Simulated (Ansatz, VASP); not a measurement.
## One calculation of SnC3, two programs

```
C Sn
1.0
     2.97889    0.00000    0.00000
     0.00000    2.97889    0.00000
     0.00000    0.00000    4.64352
C Sn
3 1
Direct
  0.50000 0.00000 0.82036
  0.50000 0.50000 0.00000
  0.00000 0.50000 0.17964
  0.00000 0.00000 0.50000
```

Alike in both runs: task single point; functional PBE; k mesh 8 × 8 × 6; occupations fermi-dirac, width 0.02 eV; no spin polarisation.

```csv
,VASP,Ansatz
version,VASP 6.6.1,Ansatz 0.2.0
potentials or method,"VASP PAW PBE potentials, release 64 (C, Sn_d)","plane waves, PAW"
plane-wave cutoff (eV),520,420
valence electrons in the cell,26,26
```

```tsv
	VASP	Ansatz	Ansatz less VASP
pressure (GPa)	2.7	2.7	0.00
traceless stress, the component that is largest in VASP (GPa)	0.54	0.64	+0.092
rms of the force components (eV/Å)	0.137	0.141	+0.0045
```

Atom by atom the forces differ by 0.005 eV/Å (rms over components). With one functional, cell and mesh, what is left measures potentials, basis and numerics.
